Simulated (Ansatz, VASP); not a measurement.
**Al: VASP beside Ansatz**

Contents of INCAR:

```
SYSTEM = Al
PREC = Accurate
ENCUT = 520
EDIFF = 1E-6
ISMEAR = -1
SIGMA = 0.1
LREAL = .FALSE.
LASPH = .TRUE.
NELM = 100
ALGO = Normal
ISIF = 2
LWAVE = .FALSE.
LCHARG = .FALSE.
NBANDS = 14
```

KPOINTS

```
Automatic mesh
0
G
  14 14 4
  0 0 0
```

POSCAR

```
Al
1.0
    2.8431803593      0.0000000000      0.0000000000
   -1.4215901796      2.4622664187      0.0000000000
    0.0000000000      0.0000000000      9.4274554847
Al
4
Direct
    1.0000000000      0.0000000000      0.0000000000
    1.0000000000      1.0000000000      0.5000000000
    0.3333333333      0.6666666667      0.2500000000
    0.6666666667      0.3333333333      0.7500000000
```

Input for Ansatz:

```yaml
crystal:
  lattice:
    - [2.8431803593, 0.0, 0.0]
    - [-1.4215901796, 2.4622664187, 0.0]
    - [0.0, 0.0, 9.4274554847]
  atoms:
    - { symbol: Al, position: [1.0, 0.0, 0.0] }
    - { symbol: Al, position: [1.0, 1.0, 0.5] }
    - { symbol: Al, position: [0.3333333333, 0.6666666667, 0.25] }
    - { symbol: Al, position: [0.6666666667, 0.3333333333, 0.75] }
hamiltonian:
  xc: lda
  pseudopotentials:
    kind: paw
    azcp:
      Al: "pseudopotentials/Al.paw.azcp"
basis:
  ecutwfc: 420
  fft_grid_basis: typed
kpoints:
  mp_grid: { grid: [14, 14, 4], shift: [0, 0, 0] }
magnetization:
  spin_polarized: false
scf:
  occupations: { method: fermi_dirac, width: 0.1 }
  lower_state_search: "off"
output:
  stress: true
  write_density: true
  write_potential: true
  elf: true
  volumetric_format: npy
```

Alike in both runs: task single point; functional LDA; k mesh 14 × 14 × 4; occupations fermi-dirac, width 0.1 eV; no spin polarisation.

|  | VASP | Ansatz |
| --- | --- | --- |
| version | VASP 6.6.1 | Ansatz 0.2.0 |
| potentials or method | VASP PAW LDA potentials, release 64 (Al), cutoff 520 eV | plane waves (420 eV) with PAW, scalar-relativistic |
| valence electrons in the cell | 12 | 12 |

Ansatz gave:

```
pressure (GPa)                                                : -3.0
traceless stress, the component that is largest in VASP (GPa) : 0.37
```

**Question.** Which values does VASP return?

**Answer.** Pressure (GPa): -2.9; traceless stress, the component that is largest in VASP (GPa): 0.37.

Ansatz warns that its potentials were made for another functional, while VASP's fit it. LDA's correlation is that of Perdew and Zunger in VASP and of Perdew and Wang (1992) in Ansatz.
